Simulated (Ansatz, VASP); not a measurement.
**HgTe in VASP and in Ansatz**

The input INCAR:

```
PREC = Accurate
ENCUT = 520
EDIFF = 1E-7
ISMEAR = -1
SIGMA = 0.02
LREAL = F
LASPH = T
NELM = 100
ALGO = Normal
ISIF = 2
LWAVE = F
LCHARG = T
GGA = PE
LELF = T
LVHAR = T
NBANDS = 26
```

File KPOINTS:

```
regular mesh
0
Gamma
  6 6 4
```

The input POSCAR:

```
HgTe
1.0
    4.7772776427      0.0000000000      0.0000000000
   -2.3886388214      4.1372437995      0.0000000000
    0.0000000000      0.0000000000      7.1490173244
Hg Te
2 2
Direct
    0.3333333333      0.6666666667      0.2500000000
    0.6666666667      0.3333333333      0.7500000000
    0.6666666667      0.3333333333      0.2500000000
    0.3333333333      0.6666666667      0.7500000000
```

Input for Ansatz:

```yaml
crystal:
  lattice:
    - [4.7772776427, 0.0, 0.0]
    - [-2.3886388214, 4.1372437995, 0.0]
    - [0.0, 0.0, 7.1490173244]
  atoms:
    - { symbol: Hg, position: [0.3333333333, 0.6666666667, 0.25] }
    - { symbol: Hg, position: [0.6666666667, 0.3333333333, 0.75] }
    - { symbol: Te, position: [0.6666666667, 0.3333333333, 0.25] }
    - { symbol: Te, position: [0.3333333333, 0.6666666667, 0.75] }
kpoints:
  mp_grid: { grid: [6, 6, 4] }
hamiltonian:
  xc: pbe
scf:
  occupations: { method: fermi_dirac, width: 0.02 }
  n_extra_bands: 5
output:
  forces: true
  stress: true
  eigenvalues: true
```

Alike in both runs: task single point; functional PBE; k mesh 6 × 6 × 4; occupations fermi-dirac, width 0.02 eV; no spin polarisation.

|  | VASP | Ansatz |
| --- | --- | --- |
| version | VASP 6.6.1 | Ansatz 0.2.0 |
| potentials or method | VASP PAW PBE potentials, release 64 (Hg, Te) | plane waves, PAW |
| plane-wave cutoff (eV) | 520 | 420 |
| valence electrons in the cell | 36 | 72 |

Ansatz gave:

- pressure (GPa): 2.3
- traceless stress, the component that is largest in VASP (GPa): -1.36

Q: What did VASP give for the same quantities?

A: Pressure (GPa): 2.4; traceless stress, the component that is largest in VASP (GPa): -1.42.

VASP's potentials hold 36 valence electrons a cell and Ansatz's 72, so a difference there can come from the potentials and not from the codes.

Spin-orbit coupling is off throughout.
